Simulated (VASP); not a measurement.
# CdS (Fm-3m) in VASP: single point with PBEsol

Aim: the single point of CdS with PBEsol.

All numbers are computed with VASP 6.6.1; they aren't measurements. Logs are shortened: lines on timing, memory, paths and dates and some standing lists are left out, and cuts for length are marked.

### Step 1. The cell of the first run

Symmetry: Fm-3m, No. 225, cubic system. Conventional cell: a = 5.506 Å, b = 5.506 Å, c = 5.506 Å, α = 90.00°, β = 90.00°, γ = 90.00°. Cd (site symmetry m-3m) has 6 S at 2.75 Å within 3.6 Å. Within 3.6 Å of S (site symmetry m-3m) lie 6 Cd at 2.75 Å.

### Step 2. Single point, PBEsol

The input, INCAR:

```
SYSTEM = CdS
  PREC = Accurate
  ENCUT = 500
  EDIFF = 1E-6
  ISMEAR = 0
  SIGMA = 0.01
  LREAL = .False.
  LASPH = .True.
  NELM = 120
  ALGO = Normal
  ISIF = 2
  LWAVE = .False.
  LCHARG = .False.
  GGA = PS
  NBANDS = 16
  GGA_COMPAT = .False.
```

The input, KPOINTS:

```
Automatic mesh
0
Gamma
  4 4 4
  0 0 0
```

The input, POSCAR:

```
CdS
1.0
    3.8936750000      0.0000000000      0.0000000000
    1.9468375000      3.3720214641      0.0000000000
    1.9468375000      1.1240071547      3.1791723247
Cd S
1 1
Direct
    0.0000000000      0.0000000000      0.0000000000
    0.5000000000      0.5000000000      0.5000000000
```

Potentials or basis: VASP PAW PBE potentials, release 64 (Cd, S).

Launch:

```sh
> cat potpaw_PBE.64/Cd/POTCAR potpaw_PBE.64/S/POTCAR > POTCAR
> mpirun -np 1 vasp_std > vasp.out
```

OUTCAR:

```text
SYSTEM = CdS
   PREC = Accurate
   ENCUT = 500
   EDIFF = 1E-6
   ISMEAR = 0
   LREAL = .False.
   LASPH = .True.
   NELM = 120
   ISIF = 2
   GGA = PS

 ion  position               nearest neighbor table
   1  0.000  0.000  0.000-   2 2.75   2 2.75   2 2.75   2 2.75   2 2.75   2 2.75
   2  0.500  0.500  0.500-   1 2.75   1 2.75   1 2.75   1 2.75   1 2.75   1 2.75

  LATTYP: Found a face centered cubic cell.
 ALAT       =     5.5064879925

  Lattice vectors:

 A1 = (   3.8936750000,   0.0000000000,   0.0000000000)
 A2 = (   1.9468375000,   3.3720214641,   0.0000000000)
 A3 = (   1.9468375000,   1.1240071547,   3.1791723247)

Analysis of symmetry for initial positions (statically):
=====================================================================
 Subroutine PRICEL returns:
 Original cell was already a primitive cell.

 Routine SETGRP: Setting up the symmetry group for a
 face centered cubic supercell.

 Subroutine GETGRP returns: Found 48 space group operations
 (whereof 48 operations were pure point group operations)
 out of a pool of 48 trial point group operations.

The static configuration has the point symmetry O_h .

Analysis of symmetry for dynamics (positions and initial velocities):
=====================================================================
 Subroutine PRICEL returns:
 Original cell was already a primitive cell.

 Routine SETGRP: Setting up the symmetry group for a
 face centered cubic supercell.

 Subroutine GETGRP returns: Found 48 space group operations
 (whereof 48 operations were pure point group operations)
 out of a pool of 48 trial point group operations.

The dynamic configuration has the point symmetry O_h .

 Subroutine INISYM returns: Found 48 space group operations
 (whereof 48 operations are pure point group operations),
 and found     1 'primitive' translations

----------------------------------------------------------------------------------------

                                     Primitive cell

  volume of cell :      41.7411

  direct lattice vectors                    reciprocal lattice vectors
     3.893675000  0.000000000  0.000000000     0.256826777 -0.148279009 -0.104849093
     1.946837500  3.372021464  0.000000000     0.000000000  0.296558017 -0.104849093
     1.946837500  1.124007155  3.179172325     0.000000000  0.000000000  0.314547278

  length of vectors
     3.893675000  3.893675000  3.893675000     0.314547278  0.314547278  0.314547278

  position of ions in fractional coordinates (direct lattice)
[... 62 lines left out ...]
   EDIFF  = 0.1E-05   stopping-criterion for ELM
   LREAL  =      F    real-space projection
   EDIFFG = 0.1E-04   stopping-criterion for IOM
   NSW    =      0    number of steps for IOM
   IBRION =     -1    ionic relax: 0-MD 1-quasi-New 2-CG
   NFREE  =      0    steps in history (QN), initial steepest desc. (CG)
   ISIF   =      2    stress and relaxation
   ISYM   =      2    0-nonsym 1-usesym 2-fastsym
   POTIM  = 0.5000    time-step for ionic-motion
   TEBEG  =    0.0;   TEEND  =   0.0 temperature during run
   PSTRESS=    0.0 pullay stress
   NELECT =      18.0000    total number of electrons
   NUPDOWN=      -1.0000    fix difference up-down
   EMIN   =  10.00;   EMAX   =-10.00  energy-range for DOS
   EFERMI =   0.00;   METHOD = LEGACY
   ISMEAR =     0;   SIGMA  =   0.01  broadening in eV -4-tet -1-fermi 0-gaus
   EFERMI_NEDOS =   21; number of points for ismear=-14 and -15
   IALGO  =     38    algorithm
   IMIX   =      4    mixing-type and parameters
     AMIX     =   0.40;   BMIX     =  1.00
     AMIX_MAG =   1.60;   BMIX_MAG =  1.00
  volume/ion in A,a.u.               =      20.87       140.84
  Fermi-wavevector in a.u.,A,eV,Ry     =   1.236833  2.337275 20.813583  1.529755
  Thomas-Fermi vector in A             =   2.371425
   LORBIT       =      0    0 simple, 1 ext, 2 COOP (PROOUT), +10 PAW based schemes
   GGA     = PS    functional components
   LHFCALC =     F    Hartree Fock is set to
   AEXX    =    0.0000 exact exchange contribution
   IVDW    =     0    specifies the selected vdW correction
   LEPSILON=     F    determine dielectric tensor
   LRPA    =     F    only Hartree local field effects (RPA)
 non-spin polarized calculation
 Gauss-broadening in eV      SIGMA  =   0.01
  energy-cutoff  :      500.00
  volume of cell :       41.74
 maximum number of plane-waves:      1068
   NGX = 15   NGY = 15   NGZ = 15

 number of electron      17.9999990 magnetization

 Free energy of the ion-electron system (eV)
  ---------------------------------------------------
  ext. energy  EPLUGINS =         0.00000000
  ---------------------------------------------------
  free energy    TOTEN  =        -6.53440328 eV

  energy without entropy =       -6.53440328  energy(sigma->0) =       -6.53440328

 E-fermi :   2.7044     XC(G=0): -10.5001

 val. band max:        2.6631894358   @ k =   0.5000   0.0000   0.0000
 cond. band min:       2.7445553001   @ k =   0.5000   0.5000   0.0000
 fundamental gap:      0.0813658643
 Fermi energy:         2.7043917746

 k-point     1 :       0.0000    0.0000    0.0000
  band No.  band energies     occupation
      1     -10.0189      2.00000
      2      -4.9650      2.00000
      3      -4.9650      2.00000
      4      -4.9650      2.00000
      5      -4.9644      2.00000
      6      -4.9644      2.00000
[... 129 lines left out ...]
      3      -4.9617      2.00000
      4      -4.9617      2.00000
      5      -4.7023      2.00000
      6      -4.2210      2.00000
[... 8 lines left out ...]
     15      15.3733      0.00000
     16      17.2666      0.00000

------------------------ aborting loop because EDIFF is reached ----------------------------------------

  FORCE on cell =-STRESS in cart. coord.  units (eV):
  Direction    XX          YY          ZZ          XY          YZ          ZX
  --------------------------------------------------------------------------------------
  -------------------------------------------------------------------------------------
  Total       -0.9351105     -0.9351105     -0.9351105     -0.0000000     -0.0000000     -0.0000000
  in kB      -35.8929700    -35.8929700    -35.8929700     -0.0000000     -0.0000000     -0.0000000
  external PRESSURE =     -35.8929700 kB  Pullay stress =       0.0000000 kB

 VOLUME and BASIS-vectors are now :
 -----------------------------------------------------------------------------
  energy-cutoff  :      500.00
  volume of cell :       41.74
      direct lattice vectors                 reciprocal lattice vectors
     3.893675000  0.000000000  0.000000000     0.256826777 -0.148279009 -0.104849093
     1.946837500  3.372021464  0.000000000     0.000000000  0.296558017 -0.104849093
     1.946837500  1.124007155  3.179172325     0.000000000  0.000000000  0.314547278

 POSITION                                       TOTAL-FORCE (eV/Angst)
 -----------------------------------------------------------------------------------
      0.00000      0.00000      0.00000        -0.000000     -0.000000      0.000000
      3.89367      2.24801      1.58959         0.000000      0.000000      0.000000
 -----------------------------------------------------------------------------------
    total drift:                                0.000000      0.000000      0.000000

  FREE ENERGIE OF THE ION-ELECTRON SYSTEM (eV)
  ---------------------------------------------------
  free  energy   TOTEN  =        -6.5344032798 eV

  energy  without entropy=       -6.5344032798  energy(sigma->0) =       -6.53440328
```

OSZICAR:

```text
N       E                     dE             d eps       ncg     rms          rms(c)
DAV:   1     0.110340912637E+03    0.11034E+03   -0.90854E+03   256   0.102E+03
DAV:   2    -0.317325839335E+01   -0.11351E+03   -0.10524E+03   320   0.256E+02
DAV:   3    -0.708723507043E+01   -0.39140E+01   -0.39085E+01   328   0.495E+01
DAV:   4    -0.710488287596E+01   -0.17648E-01   -0.17647E-01   304   0.340E+00
DAV:   5    -0.710506089199E+01   -0.17802E-03   -0.17802E-03   320   0.324E-01    0.682E+00
DAV:   6    -0.656672659794E+01    0.53833E+00   -0.84039E-01   344   0.121E+01    0.590E+00
DAV:   7    -0.653819525527E+01    0.28531E-01   -0.14982E-01   304   0.287E+00    0.301E+00
DAV:   8    -0.653469217929E+01    0.35031E-02   -0.17888E-02   264   0.163E+00    0.245E-01
DAV:   9    -0.653439781021E+01    0.29437E-03   -0.18846E-03   312   0.606E-01    0.453E-02
DAV:  10    -0.653439092372E+01    0.68865E-05   -0.18318E-04   312   0.170E-01    0.524E-02
DAV:  11    -0.653440106722E+01   -0.10143E-04   -0.18338E-05   312   0.396E-02    0.195E-02
DAV:  12    -0.653440346115E+01   -0.23939E-05   -0.29131E-06   312   0.152E-02    0.590E-03
DAV:  13    -0.653440327983E+01    0.18131E-06   -0.27999E-07   168   0.457E-03
   1 F= -.65344033E+01 E0= -.65344033E+01  d E =-.559977E-10
```

It took 4.7 s on 1 thread of AMD EPYC 9R45 (Zen 5), shared host; peak memory 0.12 GiB.

Results:

```yaml
Free_energy: -6.5344 eV
Pressure: -3.6 GPa
Band_gap_on_the_k_mesh: 0.08 eV, indirect (least direct gap 1.38 eV)
```

Caveat: the k points lie up to 0.49 Å⁻¹ apart; the PAW data sets were made with another functional, which shifts forces and pressure a little.
